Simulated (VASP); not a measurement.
The system is ErSc2Sb3.

```
Er Sc Sb
1.0
     6.37127    0.00000    0.00000
    -3.18564    5.51768    0.00000
     0.00000    0.00000    4.11241
Er Sc Sb
1 2 3
Direct
  0.00000 0.00000 0.00000
  0.33333 0.66667 0.00000
  0.66667 0.33333 0.00000
  0.50000 0.00000 0.50000
  0.50000 0.50000 0.50000
  0.00000 0.50000 0.50000
```

The cell was built from a structure type or drawn by symmetry, and may not be a known phase.

| Property | Result |
| --- | --- |
| Program | VASP 6.6.1 |
| Task | relaxation of cell and atoms |
| Functional | PBE |
| Potentials or basis | VASP PAW PBE potentials, release 64 (Er_3, Sc_sv, Sb), 4f in core |
| Cutoff | 500 eV |
| k mesh | 3 × 3 × 4 |
| Occupations | gaussian, width 0.2 eV |
| Spin | no spin polarisation |

At the start: pressure 10.3 GPa; volume 24.10 Å³/atom.

Q: Where does the relaxation end?

A: Over 6 steps the energy falls by 101.9 meV/atom and the volume is 27.71 Å³/atom (+15.0 %); space group P6/mmm (No. 191, to 0.1 Å) before and after.

Step by step:
| step | energy change (eV) | largest force (eV/Å) | pressure (GPa) | volume (Å³) |
| --- | --- | --- | --- | --- |
| 1 | 0.0000 | 0.0000 | 10.26 | 144.57 |
| 2 | -0.3885 | 0.0000 | -4.07 | 179.28 |
| 3 | -0.5923 | 0.0000 | 0.06 | 164.99 |
| 4 | -0.5922 | 0.0000 | 0.22 | 164.56 |
| 5 | -0.6014 | 0.0000 | 0.20 | 165.06 |
| 6 | -0.6111 | 0.0000 | 0.18 | 166.25 |

Final structure:
```
Er Sc Sb
1.0
     6.73402    0.00000    0.00000
    -3.36701    5.83183    0.00000
     0.00000    0.00000    4.23321
Er Sc Sb
1 2 3
Direct
  0.00000 0.00000 0.00000
  0.33333 0.66667 0.00000
  0.66667 0.33333 0.00000
  0.50000 0.00000 0.50000
  0.50000 0.50000 0.50000
  0.00000 0.50000 0.50000
```

Caveat: the k points lie up to 0.37 Å⁻¹ apart in the final cell, too coarse for converged energies and pressures of a metal.
